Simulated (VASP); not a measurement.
# H2 in VASP: further runs

H2 is run at these levels: PBE+D3(BJ); tasks: single point.

Program: VASP 6.6.1. These are calculated values, not measurements. Logs are shortened: lines on timing, memory, paths and dates and some standing lists are left out, and cuts for length are marked.

## Step 1: The cell of the first run

The cell holds a molecule in a box, 2 atoms: a = 10.000 Å, b = 10.000 Å, c = 10.000 Å, α = 90.00°, β = 90.00°, γ = 90.00°.

## Step 2: Single point, PBE+D3(BJ)

Input file INCAR:

```
PREC = Accurate
ENCUT = 400
EDIFF = 1E-6
ISMEAR = 0
SIGMA = 0.02
LREAL = F
LASPH = T
NELM = 120
ALGO = Normal
ISIF = 2
LWAVE = F
LCHARG = T
GGA = PE
IVDW = 12
LELF = T
LVHAR = T
NBANDS = 8
GGA_COMPAT = F
NELMDL = -8
```

Input file KPOINTS:

```
Automatic mesh
0
Gamma
  1 1 1
```

Input file POSCAR:

```
H
1.0
   10.0000000000      0.0000000000      0.0000000000
    0.0000000000     10.0000000000      0.0000000000
    0.0000000000      0.0000000000     10.0000000000
H
2
Direct
    0.5000000000      0.5000000000      0.4630000000
    0.5000000000      0.5000000000      0.5370000000
```

Potentials or basis: VASP PAW PBE potentials, release 64 (H).

Launch:

```bash
> cat potpaw_PBE.64/H/POTCAR > POTCAR
> mpirun -np 1 vasp_gam > vasp.out
```

OUTCAR:

```text
PREC = Accurate
   ENCUT = 400
   EDIFF = 1E-6
   ISMEAR = 0
   LREAL = F
   LASPH = T
   NELM = 120
   ISIF = 2
   GGA = PE
   IVDW = 12
   NELMDL = -8
 IVDW          = 12

 ion  position               nearest neighbor table
   1  0.500  0.500  0.463-   2 0.74
   2  0.500  0.500  0.537-   1 0.74

  LATTYP: Found a simple cubic cell.
 ALAT       =    10.0000000000

  Lattice vectors:

 A1 = (  10.0000000000,   0.0000000000,   0.0000000000)
 A2 = (   0.0000000000,  10.0000000000,   0.0000000000)
 A3 = (   0.0000000000,   0.0000000000,  10.0000000000)

Analysis of symmetry for initial positions (statically):
=====================================================================
 Subroutine PRICEL returns:
 Original cell was already a primitive cell.

 Routine SETGRP: Setting up the symmetry group for a
 simple cubic supercell.

 Subroutine GETGRP returns: Found 16 space group operations
 (whereof 16 operations were pure point group operations)
 out of a pool of 48 trial point group operations.

The static configuration has the point symmetry D_4h.

Analysis of symmetry for dynamics (positions and initial velocities):
=====================================================================
 Subroutine PRICEL returns:
 Original cell was already a primitive cell.

 Routine SETGRP: Setting up the symmetry group for a
 simple cubic supercell.

 Subroutine GETGRP returns: Found 16 space group operations
 (whereof 16 operations were pure point group operations)
 out of a pool of 48 trial point group operations.

The dynamic configuration has the point symmetry D_4h.

 Subroutine INISYM returns: Found 16 space group operations
 (whereof 16 operations are pure point group operations),
 and found     1 'primitive' translations

----------------------------------------------------------------------------------------

                                     Primitive cell

  volume of cell :    1000.0000

  direct lattice vectors                    reciprocal lattice vectors
    10.000000000  0.000000000  0.000000000     0.100000000  0.000000000  0.000000000
     0.000000000 10.000000000  0.000000000     0.000000000  0.100000000  0.000000000
     0.000000000  0.000000000 10.000000000     0.000000000  0.000000000  0.100000000

  length of vectors
    10.000000000 10.000000000 10.000000000     0.100000000  0.100000000  0.100000000

  position of ions in fractional coordinates (direct lattice)
     0.500000000  0.500000000  0.463000000
     0.500000000  0.500000000  0.537000000

  ion indices of the primitive-cell ions
   primitive index   ion index
                 1           1
                 2           2

----------------------------------------------------------------------------------------

 KPOINTS: Automatic mesh

Automatic generation of k-mesh.
 Grid dimensions read from file:
 generate k-points for:    1    1    1

 Generating k-lattice:

  Cartesian coordinates                     Fractional coordinates (reciprocal lattice)
     0.100000000  0.000000000  0.000000000     1.000000000  0.000000000  0.000000000
     0.000000000  0.100000000  0.000000000     0.000000000  1.000000000  0.000000000
     0.000000000  0.000000000  0.100000000     0.000000000  0.000000000  1.000000000

  Length of vectors
     0.100000000  0.100000000  0.100000000

  Shift w.r.t. Gamma in fractional coordinates (k-lattice)
     0.000000000  0.000000000  0.000000000

 Subroutine IBZKPT returns following result:
 ===========================================

 Found      1 irreducible k-points:

 Following reciprocal coordinates:
            Coordinates               Weight
  0.000000  0.000000  0.000000      1.000000
   k-points           NKPTS =      1   k-points in BZ     NKDIM =      1   number of bands    NBANDS=      8
   number of dos      NEDOS =    301   number of ions     NIONS =      2
   total plane-waves  NPLWV = 343000
   dimension x,y,z NGX =    70 NGY =   70 NGZ =   70
   dimension x,y,z NGXF=   140 NGYF=  140 NGZF=  140
   ions per type =               2
   NGX,Y,Z   is equivalent  to a cutoff of  11.64, 11.64, 11.64 a.u.
   NGXF,Y,Z  is equivalent  to a cutoff of  23.27, 23.27, 23.27 a.u.
 SYSTEM =  unknown system
   PREC   = accura    normal or accurate (medium, high low for compatibility)
   ISTART =      0    job   : 0-new  1-cont  2-samecut
   ICHARG =      2    charge: 1-file 2-atom 10-const
   ISPIN  =      1    spin polarized calculation?
   LNONCOLLINEAR =      F non collinear calculations
   LSORBIT =      F    spin-orbit coupling
   LASPH  =      T    aspherical Exc in radial PAW
   ENCUT  =  400.0 eV  29.40 Ry    5.42 a.u.  16.31 16.31 16.31*2*pi/ulx,y,z
   NELM   =    120;   NELMIN=  2; NELMDL= -8     # of ELM steps
   EDIFF  = 0.1E-05   stopping-criterion for ELM
   LREAL  =      F    real-space projection
   EDIFFG = 0.1E-04   stopping-criterion for IOM
   NSW    =      0    number of steps for IOM
   IBRION =     -1    ionic relax: 0-MD 1-quasi-New 2-CG
   NFREE  =      0    steps in history (QN), initial steepest desc. (CG)
   ISIF   =      2    stress and relaxation
   ISYM   =      2    0-nonsym 1-usesym 2-fastsym
   POTIM  = 0.5000    time-step for ionic-motion
   TEBEG  =    0.0;   TEEND  =   0.0 temperature during run
   PSTRESS=    0.0 pullay stress
   NELECT =       2.0000    total number of electrons
   NUPDOWN=      -1.0000    fix difference up-down
   EMIN   =  10.00;   EMAX   =-10.00  energy-range for DOS
   EFERMI =   0.00;   METHOD = LEGACY
   ISMEAR =     0;   SIGMA  =   0.02  broadening in eV -4-tet -1-fermi 0-gaus
   EFERMI_NEDOS =   21; number of points for ismear=-14 and -15
   IALGO  =     38    algorithm
   IMIX   =      4    mixing-type and parameters
     AMIX     =   0.40;   BMIX     =  1.00
     AMIX_MAG =   1.60;   BMIX_MAG =  1.00
  volume/ion in A,a.u.               =     500.00      3374.17
  Fermi-wavevector in a.u.,A,eV,Ry     =   0.206261  0.389778  0.578844  0.042544
  Thomas-Fermi vector in A             =   0.968418
   LORBIT       =      0    0 simple, 1 ext, 2 COOP (PROOUT), +10 PAW based schemes
   GGA     = PE    functional components
   LHFCALC =     F    Hartree Fock is set to
   AEXX    =    0.0000 exact exchange contribution
   IVDW    =    12    specifies the selected vdW correction
   LEPSILON=     F    determine dielectric tensor
   LRPA    =     F    only Hartree local field effects (RPA)
 non-spin polarized calculation
 Gauss-broadening in eV      SIGMA  =   0.02
  energy-cutoff  :      400.00
  volume of cell :     1000.00
 maximum number of plane-waves:      9019
 NGX is ok and might be reduce to    70
   NGX = 33   NGY = 33   NGZ = 33

 number of electron       2.0000005 magnetization

 Free energy of the ion-electron system (eV)
  ---------------------------------------------------
  ext. energy  EPLUGINS =         0.00000000
  ---------------------------------------------------
  free energy    TOTEN  =        -6.75758297 eV

  energy without entropy =       -6.75758297  energy(sigma->0) =       -6.75758297

 E-fermi : -10.2424     XC(G=0):  -0.3810

 val. band max:      -10.3494636242   @ k =   0.0000   0.0000   0.0000
 cond. band min:      -0.1693487105   @ k =   0.0000   0.0000   0.0000
 fundamental gap:     10.1801149137
 Fermi energy:       -10.2424379390

 k-point     1 :       0.0000    0.0000    0.0000
  band No.  band energies     occupation
      1     -10.3495      2.00000
      2      -0.1693      0.00000
      3       0.4132      0.00000
      4       0.9574      0.00000
      5       0.9574      0.00000
      6       1.3494      0.00000
      7       1.3786      0.00000
      8       1.3794      0.00000

------------------------ aborting loop because EDIFF is reached ----------------------------------------

 Edisp (eV)   -0.00252

 E8    (eV) :    -0.0005

  FORCE on cell =-STRESS in cart. coord.  units (eV):
  Direction    XX          YY          ZZ          XY          YZ          ZX
  --------------------------------------------------------------------------------------
  -------------------------------------------------------------------------------------
  Total      -0.12329    -0.12329     0.11995     0.00000     0.00000    -0.00000
  in kB      -0.19753    -0.19753     0.19218     0.00000     0.00000    -0.00000
  external pressure =       -0.07 kB  Pullay stress =        0.00 kB

 VOLUME and BASIS-vectors are now :
 -----------------------------------------------------------------------------
  energy-cutoff  :      400.00
  volume of cell :     1000.00
      direct lattice vectors                 reciprocal lattice vectors
    10.000000000  0.000000000  0.000000000     0.100000000  0.000000000  0.000000000
     0.000000000 10.000000000  0.000000000     0.000000000  0.100000000  0.000000000
     0.000000000  0.000000000 10.000000000     0.000000000  0.000000000  0.100000000

 POSITION                                       TOTAL-FORCE (eV/Angst)
 -----------------------------------------------------------------------------------
      5.00000      5.00000      4.63000         0.000000      0.000000     -0.372658
      5.00000      5.00000      5.37000         0.000000      0.000000      0.372658
 -----------------------------------------------------------------------------------
    total drift:                                0.000000      0.000000      0.000000

  FREE ENERGIE OF THE ION-ELECTRON SYSTEM (eV)
  ---------------------------------------------------
  free  energy   TOTEN  =        -6.7601064608 eV

  energy  without entropy=       -6.7601064608  energy(sigma->0) =       -6.76010646
```

It took 1.7 min on 1 thread of Intel Xeon 8259CL, shared host; peak memory 0.62 GiB.

Results:

```yaml
Free_energy: -6.7601 eV
Largest_force: 0.373 eV/Å
Gap_between_the_frontier_levels: 10.18 eV
Dispersion_energy_per_atom: -0.001 eV
```

Forces in eV/Å, atoms in the order of the input:
```
H    0.000  0.000 -0.373
H    0.000  0.000  0.373
```

## Step 3: Single point, PBE+D3(BJ)

Input file INCAR:

```
SYSTEM = H
ALGO     = Normal         ! electronic algorithm
EDIFF    = 1E-6           ! SCF threshold, eV
ENCUT    = 400            ! plane-wave cutoff, eV
GGA      = PE             ! functional
GGA_COMPAT= .False.      
ISIF     = 2              ! what is computed and relaxed
ISMEAR   = 0              ! smearing method
IVDW     = 12             ! dispersion correction
LASPH    = .True.         ! aspherical terms in the spheres
LCHARG   = .True.         ! write CHGCAR
LELF     = .True.         ! ELF
LREAL    = .False.        ! projectors in reciprocal space
LVHAR    = .True.       
LWAVE    = .False.        ! write WAVECAR
NBANDS   = 8              ! bands
NELM     = 120            ! most SCF steps
NELMDL   = -8           
PREC     = Accurate       ! precision mode
SIGMA    = 0.02           ! smearing width, eV
```

Input file KPOINTS:

```
k-points
0
Gamma
  1 1 1
  0 0 0
```

Input file POSCAR:

```
H
1.0
   10.0000000000      0.0000000000      0.0000000000
    0.0000000000     10.0000000000      0.0000000000
    0.0000000000      0.0000000000     10.0000000000
H
2
Direct
    0.5000000000      0.5000000000      0.4610000000
    0.5000000000      0.5000000000      0.5390000000
```

Potentials or basis: VASP PAW PBE potentials, release 64 (H).

Launch:

```bash
> cat potpaw_PBE.64/H/POTCAR > POTCAR
> mpirun -np 1 vasp_gam > vasp.out
```

It took 92 s on 1 thread of Intel Xeon 8259CL, shared host; peak memory 0.62 GiB.

Results (log left out):

| Property | Result |
| --- | --- |
| Free energy | -6.7483 eV |
| Largest force | 0.905 eV/Å |
| Gap between the frontier levels | 9.99 eV |
| Dispersion energy per atom | -0.001 eV |

Forces on the atoms (eV/Å):
```
H    0.000  0.000  0.905
H    0.000  0.000 -0.905
```

Levels at points of the mesh, in eV from the valence-band top:
```csv
k point,band 1,band 2,band 3,band 4,band 5,band 6
"(0.00, 0.00, 0.00)",0.00,9.99,10.44,11.10,11.10,11.51
```

[end of part 1 of 2]
